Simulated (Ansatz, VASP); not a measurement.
**Two plane-wave programs on TaN**

INCAR

```
SYSTEM = TaN
ALGO = Normal ; EDIFF = 1E-7
EDIFFG = -0.01 ; ENCUT = 600
GGA = PE ; IBRION = 2
ISIF = 3 ; ISMEAR = -1
LASPH = .True. ; LCHARG = .False.
LREAL = .False. ; LWAVE = .False.
NELM = 60 ; NSW = 60
PREC = Accurate ; SIGMA = 0.05
```

KPOINTS

```
k-points
0
Gamma
  9 9 9
  0 0 0
```

File POSCAR:

```
TaN
1.0
    0.0000000000      2.4911437700      2.4911437700
    2.4911437700      0.0000000000      2.4911437700
    2.4911437700      2.4911437700      0.0000000000
Ta N
1 1
Direct
    0.0000000000      0.0000000000      0.0000000000
    0.2500000000      0.2500000000      0.2500000000
```

The input input.yaml:

```yaml
crystal:
  lattice:
    - [0.0, 2.49114377, 2.49114377]
    - [2.49114377, 0.0, 2.49114377]
    - [2.49114377, 2.49114377, 0.0]
  atoms:
    - { symbol: Ta, position: [0.0, 0.0, 0.0] }
    - { symbol: "N", position: [0.25, 0.25, 0.25] }
hamiltonian:
  xc: pbe
  pseudopotentials: { kind: paw }
kpoints:
  mp_grid: { grid: [9, 9, 9] }
scf:
  occupations: { method: fermi_dirac, width: 0.05 }
output:
  forces: true
  stress: true
  eigenvalues: true
  write_density: true
  write_potential: true
  elf: true
  volumetric_format: npy
relax:
  f_tol: 0.01
  max_steps: 40
  cell: { stress_tol: 0.05 }
```

Alike in both runs: task relaxation of cell and atoms; functional PBE; k mesh 9 × 9 × 9; occupations fermi-dirac, width 0.05 eV; no spin polarisation.

|  | VASP | Ansatz |
| --- | --- | --- |
| version | VASP 6.6.1 | Ansatz 0.2.0 |
| potentials or method | VASP PAW PBE potentials, release 64 (Ta_pv, N) | Ansatz PAW |
| plane-wave cutoff (eV) | 600 | 420 |
| valence electrons in the cell | 16 | 18 |

```csv
,VASP,Ansatz,Ansatz less VASP
"gap on the k mesh at the Fermi level, each at its own relaxed structure (eV)",none,none,-
relaxed volume (Å³/atom),13.48,13.45,-0.024
relaxed cell length with the largest relative difference (Å),3.366,3.364,-0.0020
```

A gap of «none» marks a metal or a gap that the smearing closes. VASP's potentials hold 16 valence electrons a cell and Ansatz's 18, so a difference there can come from the potentials and not from the codes.

Spin-orbit coupling is off throughout. Noted on Ansatz's run: the plane-wave basis is chosen anew once the cell has moved, so the energies of steps on either side of that aren't comparable.
